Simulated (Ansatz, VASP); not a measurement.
## One calculation of Zn, two programs

The input INCAR:

```
ALGO = Fast
EDIFF = 1E-6
ENCUT = 520
GGA = PS
ISIF = 2
ISMEAR = 0
LASPH = T
LCHARG = F
LREAL = F
LWAVE = F
NBANDS = 12
NELM = 60
PREC = Accurate
SIGMA = 0.15
```

Contents of KPOINTS:

```
k-points
0
Gamma
  22 22 22
```

File POSCAR:

```
Zn
1.0
   -1.6851699623      1.4944959938      1.4944959938
    1.4944959938     -1.6851699623      1.4944959938
    1.4944959938      1.4944959938     -1.6851699623
Zn
1
Direct
    0.0000000000      0.0000000000      0.0000000000
```

Input for Ansatz:

```yaml
crystal:
  lattice:
    - [-1.6851699623, 1.4944959938, 1.4944959938]
    - [1.4944959938, -1.6851699623, 1.4944959938]
    - [1.4944959938, 1.4944959938, -1.6851699623]
  atoms:
    - { symbol: Zn, position: [0.0, 0.0, 0.0] }
basis:
  ecutwfc: 520.0
kpoints:
  mp_grid: { grid: [22, 22, 22] }
hamiltonian:
  xc: pbesol
scf:
  occupations: { method: gaussian, width: 0.15 }
output:
  forces: true
  stress: true
  eigenvalues: true
```

Alike in both runs: task single point; functional PBEsol; k mesh 22 × 22 × 22; occupations gaussian, width 0.15 eV; no spin polarisation.

|  | VASP | Ansatz |
| --- | --- | --- |
| version | VASP 6.6.1 | Ansatz 0.2.0 |
| potentials or method | VASP PAW PBE potentials, release 64 (Zn), cutoff 520 eV | scalar-relativistic, plane waves, PAW |
| valence electrons in the cell | 12 | 12 |

Ansatz gave:

- gap on the k mesh at the Fermi level (eV): none
- pressure (GPa): 16.7
- traceless stress, the component that is largest in VASP (GPa): 13.45

**Question.** Which values does VASP return?

**Answer.** gap on the k mesh at the Fermi level (eV): none; pressure (GPa): 17.2; traceless stress, the component that is largest in VASP (GPa): 13.72.

VASP's potentials were made for PBE, not for PBEsol. A gap of «none» marks a metal or a gap that the smearing closes. The functional is the same, so the differences come from potentials, cutoffs and numerics.
